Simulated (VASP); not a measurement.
# MoS2 (P6_3/mmc) in VASP: a series of runs, part 2 of 2

VASP 6.6.1. The steps go on from the part before.

### Step 3. Single point, PBEsol

This run uses another cell than the first one, of 16.18 Å³/atom, 1.010 times its volume.

INCAR

```
SYSTEM = MoS2
PREC = Accurate
ENCUT = 520
EDIFF = 1E-6
ISMEAR = 1
SIGMA = 0.124
LREAL = .FALSE.
LASPH = .TRUE.
NELM = 60
ALGO = Normal
ISIF = 2
LWAVE = .FALSE.
LCHARG = .TRUE.
GGA = PS
LELF = .TRUE.
LVHAR = .TRUE.
NBANDS = 35
```

KPOINTS

```
Automatic mesh
0
G
  12 12 2
  0 0 0
```

POSCAR

```
MoS2
1.0
    3.0474000000      0.0000000000      0.0000000000
   -1.5237000000      2.6391258155      0.0000000000
    0.0000000000      0.0000000000     12.0675000000
Mo S
2 4
Direct
    0.3333333333      0.6666666667      0.2500000000
    0.6666666667      0.3333333333      0.7500000000
    0.3333333333      0.6666666667      0.6259932117
    0.6666666667      0.3333333333      0.1259932117
    0.3333333333      0.6666666667      0.8740067883
    0.6666666667      0.3333333333      0.3740067883
```

Potentials or basis: VASP PAW PBE potentials, release 64 (Mo_sv, S).

On the command line:

```sh
$ cat potpaw_PBE.64/Mo_sv/POTCAR potpaw_PBE.64/S/POTCAR > POTCAR
$ mpirun -np 1 vasp_std > vasp.out
```

OUTCAR:

```text
SYSTEM = MoS2
   PREC = Accurate
   ENCUT = 520
   EDIFF = 1E-6
   ISMEAR = 1
   LREAL = .FALSE.
   LASPH = .TRUE.
   NELM = 60
   ISIF = 2
   GGA = PS

 ion  position               nearest neighbor table
   1  0.333  0.667  0.250-   4 2.31   6 2.31   4 2.31   6 2.31   4 2.31   6 2.31
   2  0.667  0.333  0.750-   3 2.31   5 2.31   3 2.31   5 2.31   3 2.31   5 2.31
   3  0.333  0.667  0.626-   2 2.31   2 2.31   2 2.31
   4  0.667  0.333  0.126-   1 2.31   1 2.31   1 2.31
   5  0.333  0.667  0.874-   2 2.31   2 2.31   2 2.31
   6  0.667  0.333  0.374-   1 2.31   1 2.31   1 2.31

  LATTYP: Found a hexagonal cell.
 ALAT       =     3.0474000000
 C/A-ratio  =     3.9599330577

  Lattice vectors:

 A1 = (   3.0474000000,   0.0000000000,   0.0000000000)
 A2 = (  -1.5237000000,   2.6391258155,   0.0000000000)
 A3 = (   0.0000000000,   0.0000000000,  12.0675000000)

Analysis of symmetry for initial positions (statically):
=====================================================================
 Subroutine PRICEL returns:
 Original cell was already a primitive cell.

 Routine SETGRP: Setting up the symmetry group for a
 hexagonal supercell.

 Subroutine GETGRP returns: Found 24 space group operations
 (whereof 12 operations were pure point group operations)
 out of a pool of 24 trial point group operations.

The static configuration has the point symmetry D_3d.
 The point group associated with its full space group is D_6h.

Analysis of symmetry for dynamics (positions and initial velocities):
=====================================================================
 Subroutine PRICEL returns:
 Original cell was already a primitive cell.

 Routine SETGRP: Setting up the symmetry group for a
 hexagonal supercell.

 Subroutine GETGRP returns: Found 24 space group operations
 (whereof 12 operations were pure point group operations)
 out of a pool of 24 trial point group operations.

The dynamic configuration has the point symmetry D_3d.
 The point group associated with its full space group is D_6h.

 Subroutine INISYM returns: Found 24 space group operations
 (whereof 12 operations are pure point group operations),
 and found     1 'primitive' translations

----------------------------------------------------------------------------------------

                                     Primitive cell

  volume of cell :      97.0525

  direct lattice vectors                    reciprocal lattice vectors
     3.047400000  0.000000000  0.000000000     0.328148586  0.189456674  0.000000000
    -1.523700000  2.639125815  0.000000000     0.000000000  0.378913349  0.000000000
     0.000000000  0.000000000 12.067500000     0.000000000  0.000000000  0.082867205

  length of vectors
     3.047400000  3.047400000 12.067500000     0.378913349  0.378913349  0.082867205

  position of ions in fractional coordinates (direct lattice)
     0.333333333  0.666666667  0.250000000
     0.666666667  0.333333333  0.750000000
     0.333333333  0.666666667  0.625993212
     0.666666667  0.333333333  0.125993212
     0.333333333  0.666666667  0.874006788
     0.666666667  0.333333333  0.374006788

  ion indices of the primitive-cell ions
   primitive index   ion index
                 1           1
                 2           2
                 3           3
                 4           4
                 5           5
                 6           6

[... 31 lines left out ...]
  0.250000  0.000000  0.000000      6.000000
  0.333333  0.000000  0.000000      6.000000
  0.416667  0.000000  0.000000      6.000000
[... 16 lines left out ...]
  0.250000  0.000000  0.500000      6.000000
  0.333333  0.000000  0.500000      6.000000
 [... further k-points ...]
   k-points           NKPTS =     38   k-points in BZ     NKDIM =     38   number of bands    NBANDS=     35
   number of dos      NEDOS =    301   number of ions     NIONS =      6
   total plane-waves  NPLWV =  51840
   dimension x,y,z NGX =    24 NGY =   24 NGZ =   90
   dimension x,y,z NGXF=    48 NGYF=   48 NGZF=  180
   ions per type =               2   4
   NGX,Y,Z   is equivalent  to a cutoff of  13.09, 13.09, 12.40 a.u.
   NGXF,Y,Z  is equivalent  to a cutoff of  26.19, 26.19, 24.80 a.u.
 SYSTEM =  MoS2
   PREC   = accura    normal or accurate (medium, high low for compatibility)
   ISTART =      0    job   : 0-new  1-cont  2-samecut
   ICHARG =      2    charge: 1-file 2-atom 10-const
   ISPIN  =      1    spin polarized calculation?
   LNONCOLLINEAR =      F non collinear calculations
   LSORBIT =      F    spin-orbit coupling
   LASPH  =      T    aspherical Exc in radial PAW
   ENCUT  =  520.0 eV  38.22 Ry    6.18 a.u.   5.67  5.67 22.44*2*pi/ulx,y,z
   NELM   =     60;   NELMIN=  2; NELMDL= -5     # of ELM steps
   EDIFF  = 0.1E-05   stopping-criterion for ELM
   LREAL  =      F    real-space projection
   EDIFFG = 0.1E-04   stopping-criterion for IOM
   NSW    =      0    number of steps for IOM
   IBRION =     -1    ionic relax: 0-MD 1-quasi-New 2-CG
   NFREE  =      0    steps in history (QN), initial steepest desc. (CG)
   ISIF   =      2    stress and relaxation
   ISYM   =      2    0-nonsym 1-usesym 2-fastsym
   POTIM  = 0.5000    time-step for ionic-motion
   TEBEG  =    0.0;   TEEND  =   0.0 temperature during run
   PSTRESS=    0.0 pullay stress
   NELECT =      52.0000    total number of electrons
   NUPDOWN=      -1.0000    fix difference up-down
   EMIN   =  10.00;   EMAX   =-10.00  energy-range for DOS
   EFERMI =   0.00;   METHOD = LEGACY
   ISMEAR =     1;   SIGMA  =   0.12  broadening in eV -4-tet -1-fermi 0-gaus
   EFERMI_NEDOS =   21; number of points for ismear=-14 and -15
   IALGO  =     38    algorithm
   IMIX   =      4    mixing-type and parameters
     AMIX     =   0.40;   BMIX     =  1.00
     AMIX_MAG =   1.60;   BMIX_MAG =  1.00
  volume/ion in A,a.u.               =      16.18       109.16
  Fermi-wavevector in a.u.,A,eV,Ry     =   1.329659  2.512691 24.055011  1.767993
  Thomas-Fermi vector in A             =   2.458805
   LORBIT       =      0    0 simple, 1 ext, 2 COOP (PROOUT), +10 PAW based schemes
   GGA     = PS    functional components
   LHFCALC =     F    Hartree Fock is set to
   AEXX    =    0.0000 exact exchange contribution
   IVDW    =     0    specifies the selected vdW correction
   LEPSILON=     F    determine dielectric tensor
   LRPA    =     F    only Hartree local field effects (RPA)
 non-spin polarized calculation
 Methfessel and Paxton  Order N= 1 SIGMA  =   0.12
  energy-cutoff  :      520.00
  volume of cell :       97.05
 maximum number of plane-waves:      2631
 NGX is ok and might be reduce to    24
   NGX = 11   NGY = 11   NGZ = 45

 number of electron      52.0000003 magnetization

 Free energy of the ion-electron system (eV)
  ---------------------------------------------------
  ext. energy  EPLUGINS =         0.00000000
  ---------------------------------------------------
  free energy    TOTEN  =       -46.31274078 eV

  energy without entropy =      -46.31277641  energy(sigma->0) =      -46.31275265

 E-fermi :   8.9046     XC(G=0): -11.4373

 val. band max:        8.8037590882   @ k =   0.0000   0.0000   0.0000
 cond. band min:       9.6690962714   @ k =   0.1667   0.1667   0.0000
 fundamental gap:      0.8653371832
 Fermi energy:         8.9046419585

 k-point     1 :       0.0000    0.0000    0.0000
  band No.  band energies     occupation
      1     -52.5939      2.00000
      2     -52.5938      2.00000
      3     -26.9233      2.00000
      4     -26.9231      2.00000
      5     -26.5320      2.00000
      6     -26.5320      2.00000
[... 901 lines left out ...]
     34      12.7969      0.00000
     35      15.5045      0.00000

 [... further k-points ...]

------------------------ aborting loop because EDIFF is reached ----------------------------------------

  FORCE on cell =-STRESS in cart. coord.  units (eV):
  Direction    XX          YY          ZZ          XY          YZ          ZX
  --------------------------------------------------------------------------------------
  -------------------------------------------------------------------------------------
  Total       11.0742078     11.0742078     13.3983666      0.0000000      0.0000000     -0.0000000
  in kB      182.8169188    182.8169188    221.1849507      0.0000000      0.0000000     -0.0000000
  external PRESSURE =     195.6062628 kB  Pullay stress =       0.0000000 kB

 VOLUME and BASIS-vectors are now :
 -----------------------------------------------------------------------------
  energy-cutoff  :      520.00
  volume of cell :       97.05
      direct lattice vectors                 reciprocal lattice vectors
     3.047400000  0.000000000  0.000000000     0.328148586  0.189456674  0.000000000
    -1.523700000  2.639125815  0.000000000     0.000000000  0.378913349  0.000000000
     0.000000000  0.000000000 12.067500000     0.000000000  0.000000000  0.082867205

 POSITION                                       TOTAL-FORCE (eV/Angst)
 -----------------------------------------------------------------------------------
     -0.00000      1.75942      3.01688         0.000000      0.000000      0.000000
      1.52370      0.87971      9.05063        -0.000000      0.000000      0.000000
     -0.00000      1.75942      7.55417         0.000000      0.000000     -2.131116
      1.52370      0.87971      1.52042        -0.000000      0.000000     -2.131116
     -0.00000      1.75942     10.54708        -0.000000     -0.000000      2.131116
      1.52370      0.87971      4.51333        -0.000000     -0.000000      2.131116
 -----------------------------------------------------------------------------------
    total drift:                               -0.000000      0.000000     -0.000000

  FREE ENERGIE OF THE ION-ELECTRON SYSTEM (eV)
  ---------------------------------------------------
  free  energy   TOTEN  =       -46.3127407763 eV

  energy  without entropy=      -46.3127764104  energy(sigma->0) =      -46.31275265
```

It took 1.8 min on 1 thread of Intel Xeon Platinum 8375C at 2.90GHz (Ice Lake), shared host; peak memory 0.26 GiB.

Results:

- Free energy: -46.3127 eV
- Pressure: 19.6 GPa
- Largest force: 2.131 eV/Å
- Band gap on the k mesh: 0.87 eV, indirect (least direct gap 1.92 eV)

Forces in eV/Å, atoms in the order of the input:
```
Mo   0.000  0.000  0.000
Mo   0.000  0.000  0.000
S    0.000  0.000 -2.131
S    0.000  0.000 -2.131
S    0.000  0.000  2.131
S    0.000  0.000  2.131
```

Levels at points of the mesh, in eV from the valence-band top:
```csv
k point,band 23,band 24,band 25,band 26,band 27,band 28,band 29,band 30
"(0.00, 0.00, 0.00)",-2.48,-1.51,-1.40,0.00,2.33,2.33,2.35,2.35
"(0.50, 0.00, 0.00)",-1.83,-1.64,-1.63,-1.53,1.84,1.89,2.27,2.61
"(0.00, 0.00, 0.50)",-2.50,-2.50,-0.36,-0.36,2.34,2.34,2.34,2.34
"(0.50, 0.00, 0.50)",-1.73,-1.73,-1.57,-1.57,1.86,1.86,2.45,2.45
```

Caveat: the PAW data sets were made with another functional, which shifts forces and pressure a little; this functional lacks dispersion, which binds the layers, so the pressure and a relaxed spacing across them are unreliable.
